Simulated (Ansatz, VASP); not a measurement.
**Pt in VASP and in Ansatz**

File INCAR:

```
SYSTEM = Pt
  ALGO = Normal
  EDIFF = 1E-7
  EDIFFG = -0.01
  ENCUT = 600
  GGA = CA
  IBRION = 2
  ISIF = 3
  ISMEAR = -1
  LASPH = .TRUE.
  LCHARG = .FALSE.
  LDAU = .TRUE.
  LDAUJ = 0
  LDAUL = 2
  LDAUPRINT = 1
  LDAUTYPE = 2
  LDAUU = 3.5
  LMAXMIX = 4
  LREAL = .FALSE.
  LWAVE = .FALSE.
  NELM = 150
  NSW = 80
  PREC = Accurate
  SIGMA = 0.15
```

KPOINTS

```
k-points
0
G
  12 12 12
  0 0 0
```

File POSCAR:

```
Pt
1.0
    0.0000000000      2.1123154918      2.1123154918
    2.1123154918      0.0000000000      2.1123154918
    2.1123154918      2.1123154918      0.0000000000
Pt
1
Direct
    0.0000000000      0.0000000000      0.0000000000
```

Contents of input.yaml:

```yaml
crystal:
  lattice:
    - [0.0, 2.1123154918, 2.1123154918]
    - [2.1123154918, 0.0, 2.1123154918]
    - [2.1123154918, 2.1123154918, 0.0]
  atoms:
    - { symbol: Pt, position: [0.0, 0.0, 0.0] }
kpoints:
  mp_grid: { grid: [12, 12, 12] }
scf:
  occupations: { method: fermi_dirac, width: 0.15 }
  algorithm: density_mixing
hamiltonian:
  xc: lda
  pseudopotentials: { kind: all_electron, datasets: crystal }
  hubbard:
    sites: [{ species: Pt, l: d, u_eff: 3.5 }]
    double_counting: fll
    projectors: augmentation-sphere
output:
  forces: true
  stress: true
relax:
  f_tol: 0.01
  max_steps: 60
  cell: {}
```

Alike in both runs: task relaxation of cell and atoms; functional LDA; k mesh 12 × 12 × 12; occupations fermi-dirac, width 0.15 eV; no spin polarisation; Hubbard terms Pt d U = 3.5 eV.

|  | VASP | Ansatz |
| --- | --- | --- |
| version | VASP 6.6.1 | Ansatz 0.2.0 |
| potentials or method | VASP PAW LDA potentials, release 64 (Pt), cutoff 600 eV | all-electron PAW datasets made for the crystal |

VASP gave:

```
relaxed volume (Å³/atom)                                     : 14.19
relaxed cell length with the largest relative difference (Å) : 2.717
```

Q: Which values does Ansatz return?

A: Relaxed volume (Å³/atom): 14.43; relaxed cell length with the largest relative difference (Å): 2.733.

LDA's correlation is that of Perdew and Zunger in VASP and of Perdew and Wang (1992) in Ansatz. The programs project onto different local orbitals, so the same U acts differently, and such runs can settle in different states. Ansatz ran all-electron here, and VASP with PAW potentials.

Spin-orbit coupling is off throughout. Noted on VASP's run: the volume moved by over 15 % at a fixed basis, so the end points are rough.
